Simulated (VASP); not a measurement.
# BiAu (Fm-3m) in VASP: notebook, part 2 of 2

VASP 6.6.1. The steps go on from the part before.

## (4) Single point, PBEsol (volume scaled by 1.040)

INCAR

```
PREC     = Accurate       # precision mode
ENCUT    = 520            # plane-wave cutoff, eV
EDIFF    = 1E-6           # SCF threshold, eV
ISMEAR   = 0              # smearing method
SIGMA    = 0.05           # smearing width, eV
LREAL    = False          # projectors in reciprocal space
LASPH    = True           # aspherical terms in the spheres
NELM     = 100            # most SCF steps
ALGO     = Normal         # electronic algorithm
ISIF     = 2              # what is computed and relaxed
LWAVE    = False          # write WAVECAR
LCHARG   = True           # write CHGCAR
GGA      = PS             # functional
LELF     = True           # ELF
LVHAR    = True         
NBANDS   = 20             # bands
```

KPOINTS

```
regular mesh
0
Gamma
  10 10 10
```

POSCAR

```
BiAu
1.0
    0.0000000000      2.9544543587      2.9544543587
    2.9544543587      0.0000000000      2.9544543587
    2.9544543587      2.9544543587      0.0000000000
Au Bi
1 1
Direct
    0.5000000000      0.5000000000      0.5000000000
    0.0000000000      0.0000000000      0.0000000000
```

Potentials or basis: VASP PAW PBE potentials, release 64 (Au, Bi_d).

Run with:

```bash
> cat potpaw_PBE.64/Au/POTCAR potpaw_PBE.64/Bi_d/POTCAR > POTCAR
> mpirun -np 1 vasp_std > vasp.out
```

OUTCAR:

```text
PREC = Accurate
   ENCUT = 520
   EDIFF = 1E-6
   ISMEAR = 0
   LREAL = False
   LASPH = True
   NELM = 100
   ISIF = 2
   GGA = PS

 ion  position               nearest neighbor table
   1  0.500  0.500  0.500-   2 2.95   2 2.95   2 2.95   2 2.95   2 2.95   2 2.95
   2  0.000  0.000  0.000-   1 2.95   1 2.95   1 2.95   1 2.95   1 2.95   1 2.95

  LATTYP: Found a face centered cubic cell.
 ALAT       =     5.9089087174

  Lattice vectors:

 A1 = (   0.0000000000,   2.9544543587,   2.9544543587)
 A2 = (   2.9544543587,   0.0000000000,   2.9544543587)
 A3 = (   2.9544543587,   2.9544543587,   0.0000000000)

Analysis of symmetry for initial positions (statically):
=====================================================================
 Subroutine PRICEL returns:
 Original cell was already a primitive cell.

 Routine SETGRP: Setting up the symmetry group for a
 face centered cubic supercell.

 Subroutine GETGRP returns: Found 48 space group operations
 (whereof 48 operations were pure point group operations)
 out of a pool of 48 trial point group operations.

The static configuration has the point symmetry O_h .

Analysis of symmetry for dynamics (positions and initial velocities):
=====================================================================
 Subroutine PRICEL returns:
 Original cell was already a primitive cell.

 Routine SETGRP: Setting up the symmetry group for a
 face centered cubic supercell.

 Subroutine GETGRP returns: Found 48 space group operations
 (whereof 48 operations were pure point group operations)
 out of a pool of 48 trial point group operations.

The dynamic configuration has the point symmetry O_h .

 Subroutine INISYM returns: Found 48 space group operations
 (whereof 48 operations are pure point group operations),
 and found     1 'primitive' translations

----------------------------------------------------------------------------------------

                                     Primitive cell

[... 101 lines left out ...]
   NELECT =      26.0000    total number of electrons
   NUPDOWN=      -1.0000    fix difference up-down
   EMIN   =  10.00;   EMAX   =-10.00  energy-range for DOS
   EFERMI =   0.00;   METHOD = LEGACY
   ISMEAR =     0;   SIGMA  =   0.05  broadening in eV -4-tet -1-fermi 0-gaus
   EFERMI_NEDOS =   21; number of points for ismear=-14 and -15
   IALGO  =     38    algorithm
   IMIX   =      4    mixing-type and parameters
     AMIX     =   0.40;   BMIX     =  1.00
     AMIX_MAG =   1.60;   BMIX_MAG =  1.00
  volume/ion in A,a.u.               =      25.79       174.03
  Fermi-wavevector in a.u.,A,eV,Ry     =   1.302903  2.462129 23.096645  1.697556
  Thomas-Fermi vector in A             =   2.433940
   LORBIT       =      0    0 simple, 1 ext, 2 COOP (PROOUT), +10 PAW based schemes
   GGA     = PS    functional components
   LHFCALC =     F    Hartree Fock is set to
   AEXX    =    0.0000 exact exchange contribution
   IVDW    =     0    specifies the selected vdW correction
   LEPSILON=     F    determine dielectric tensor
   LRPA    =     F    only Hartree local field effects (RPA)
 non-spin polarized calculation
 Gauss-broadening in eV      SIGMA  =   0.05
  energy-cutoff  :      520.00
  volume of cell :       51.58
 maximum number of plane-waves:      1411
   NGX = 15   NGY = 15   NGZ = 15

 number of electron      26.0000004 magnetization

 Free energy of the ion-electron system (eV)
  ---------------------------------------------------
  ext. energy  EPLUGINS =         0.00000000
  ---------------------------------------------------
  free energy    TOTEN  =        -8.20162744 eV

  energy without entropy =       -8.20047077  energy(sigma->0) =       -8.20104910

 E-fermi :   7.3491     XC(G=0): -10.8859

 val. band max:        7.3121082295   @ k =   0.5000   0.2000   0.0000
 cond. band min:       7.3935384555   @ k =   0.5000   0.4000   0.0000
 fundamental gap:      0.0814302260
 Fermi energy:         7.3491061362

 k-point     1 :       0.0000    0.0000    0.0000
  band No.  band energies     occupation
      1     -15.4935      2.00000
      2     -15.4935      2.00000
      3     -15.4693      2.00000
      4     -15.4693      2.00000
      5     -15.4693      2.00000
      6      -5.1751      2.00000
[... 541 lines left out ...]
     19      18.6803      0.00000
     20      20.2266      0.00000

 [... further k-points ...]
[... 5 lines left out ...]
  --------------------------------------------------------------------------------------
  -------------------------------------------------------------------------------------
  Total       -0.9858063     -0.9858063     -0.9858063     -0.0000000      0.0000000      0.0000000
  in kB      -30.6224763    -30.6224763    -30.6224763     -0.0000000      0.0000000      0.0000000
  external PRESSURE =     -30.6224763 kB  Pullay stress =       0.0000000 kB

 VOLUME and BASIS-vectors are now :
 -----------------------------------------------------------------------------
  energy-cutoff  :      520.00
  volume of cell :       51.58
      direct lattice vectors                 reciprocal lattice vectors
     0.000000000  2.954454359  2.954454359    -0.169235987  0.169235987  0.169235987
     2.954454359  0.000000000  2.954454359     0.169235987 -0.169235987  0.169235987
     2.954454359  2.954454359  0.000000000     0.169235987  0.169235987 -0.169235987

 POSITION                                       TOTAL-FORCE (eV/Angst)
 -----------------------------------------------------------------------------------
      2.95445      2.95445      2.95445         0.000000      0.000000     -0.000000
      0.00000      0.00000      0.00000        -0.000000     -0.000000      0.000000
 -----------------------------------------------------------------------------------
    total drift:                                0.000000     -0.000000     -0.000000

  FREE ENERGIE OF THE ION-ELECTRON SYSTEM (eV)
  ---------------------------------------------------
  free  energy   TOTEN  =        -8.2016274386 eV

  energy  without entropy=       -8.2004707659  energy(sigma->0) =       -8.20104910
```

It took 19 s on 1 thread of Intel Xeon Platinum 8488C (Sapphire Rapids), shared host; peak memory 0.2 GiB.

What came out:

```
Free energy            : -8.2016 eV
Pressure               : -3.1 GPa
Band gap on the k mesh : zero (band 13 reaches 10.29 eV, above the bottom of band 14 at 5.25 eV)
```

Levels at points of the mesh, in eV from the Fermi level:
```tsv
k point	band 10	band 11	band 12	band 13	band 14	band 15	band 16	band 17
(0.00, 0.00, 0.00)	-4.28	-4.28	0.83	1.01	1.01	1.01	7.39	8.68
(0.50, 0.00, 0.00)	-4.00	-4.00	-3.58	2.94	2.94	3.21	5.06	5.06
(0.50, 0.50, 0.00)	-3.83	-3.83	-3.18	-1.38	-1.38	-1.32	5.95	11.27
```

Caveat: the PAW data sets were made with another functional, which shifts forces and pressure a little; spin-orbit coupling is left out, which moves the levels of the heavy elements.

## (5) Overview

```csv
cell,gap on the mesh (eV),pressure (GPa)
"a = 4.124 Å, angles 60.0°, 2 atoms",none,-0.1
"a = 4.151 Å, angles 60.0°, 2 atoms",none,-1.6
"a = 4.178 Å, angles 60.0°, 2 atoms",none,-3.1
```

Alike in all rows: task single point; level PBEsol; potentials or basis VASP PAW PBE potentials, release 64 (Au, Bi_d); no spin polarisation; k mesh 10 × 10 × 10; cutoff (eV) 520; smearing gaussian 0.05 eV.

Caveats: the PAW data sets were made with another functional, which shifts forces and pressure a little; spin-orbit coupling is left out, which moves the levels of the heavy elements.

Absolute energies hang on the potentials; compare differences alone.
